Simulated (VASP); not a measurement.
Here is a VASP 6.6.1 calculation.

The input POSCAR:

```
Hg
1.0
    3.0943672644      0.0000000000      0.0000000000
    0.0000000000      3.0943672644      0.0000000000
    0.0000000000      0.0000000000      3.0943672644
Hg
1
Direct
    0.0000000000      0.0000000000      0.0000000000
```

File INCAR.step1:

```
PREC = Accurate ; ENCUT = 520
EDIFF = 1E-5 ; ISMEAR = -1
SIGMA = 0.1 ; LREAL = False
LASPH = True ; NELM = 100
ALGO = Normal ; ISIF = 2
LWAVE = True ; LCHARG = False
GGA = PE ; NBANDS = 12
```

File INCAR.step2:

```
PREC = Accurate ; ENCUT = 520
EDIFF = 1E-6 ; ISMEAR = -1
SIGMA = 0.1 ; LREAL = False
LASPH = True ; NELM = 100
ALGO = Normal ; ISIF = 2
LWAVE = False ; LCHARG = False
GGA = PE ; LHFCALC = True
HFSCREEN = 0.2079 ; PRECFOCK = Normal
ISTART = 1 ; NBANDS = 12
```

Contents of KPOINTS:

```
Automatic mesh
0
Gamma
  5 5 5
```

Potentials or basis: VASP PAW PBE potentials, release 64 (Hg).

Run with:

```sh
$ cat potpaw_PBE.64/Hg/POTCAR > POTCAR
$ cp INCAR.step1 INCAR
$ mpirun -np 1 vasp_std > vasp.out
$ cp INCAR.step2 INCAR
$ mpirun -np 1 vasp_std > vasp.out
```

Problem. Estimate the band gap on the k mesh.

Solution. Zero (band 6 reaches 1.92 eV, above the bottom of band 7 at 1.46 eV).

Problem. Predict the pressure.

Solution. -1.0 GPa.

Caveat: the k points lie up to 0.41 Å⁻¹ apart; the PAW data sets were made with another functional, which shifts forces and pressure a little; spin-orbit coupling is left out, which moves the levels of the heavy elements.
